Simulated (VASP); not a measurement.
Runs of VASP 6.6.1 on Au. The structure is that of space group Fm-3m (No. 225), or close to it. The cells are those of the table. 

| cell | further INCAR settings | gap on the mesh (eV) | pressure (GPa) |
| --- | --- | --- | --- |
| a = 2.888, b = 2.888, c = 4.125 Å, 2 atoms | ALGO = Fast; EDIFF = 1e-06; NBANDS = 18 | none | -2.0 |
| a = 2.888, b = 2.888, c = 4.043 Å, 2 atoms | ALGO = Fast; EDIFF = 1e-06; NBANDS = 18 | none | (b) |
| a = 2.888, b = 2.888, c = 3.961 Å, 2 atoms | ALGO = Fast; EDIFF = 1e-06; NBANDS = 18 | none | 5.5 |
| a = 2.888, b = 2.888, c = 4.206 Å, 2 atoms | ALGO = Fast; EDIFF = 1e-06; NBANDS = 18 | none | (a) |
| a = 2.888, b = 2.888, c = 4.165 Å, 2 atoms | ALGO = Fast; EDIFF = 1e-07; NBANDS = 18 | none | -3.6 |

Alike in all rows: task single point; level PBEsol; potentials or basis VASP PAW PBE potentials, release 64 (Au); no spin polarisation; k mesh 18 × 18 × 14; cutoff (eV) 520; smearing gaussian 0.1 eV.

Question: Fill in the values left out.

Answer: (a) -5.0; (b) 1.4.

Caveats: the PAW data sets were made with another functional, which shifts forces and pressure a little; spin-orbit coupling is left out, which moves the levels of the heavy elements; the cell stands under tension (at least some runs); the cell stands under pressure (at least some runs).

A k mesh can miss the band edges, and the runs leave out spin-orbit coupling on Au.

A gap of «none» marks levels without a gap at the run's occupations.
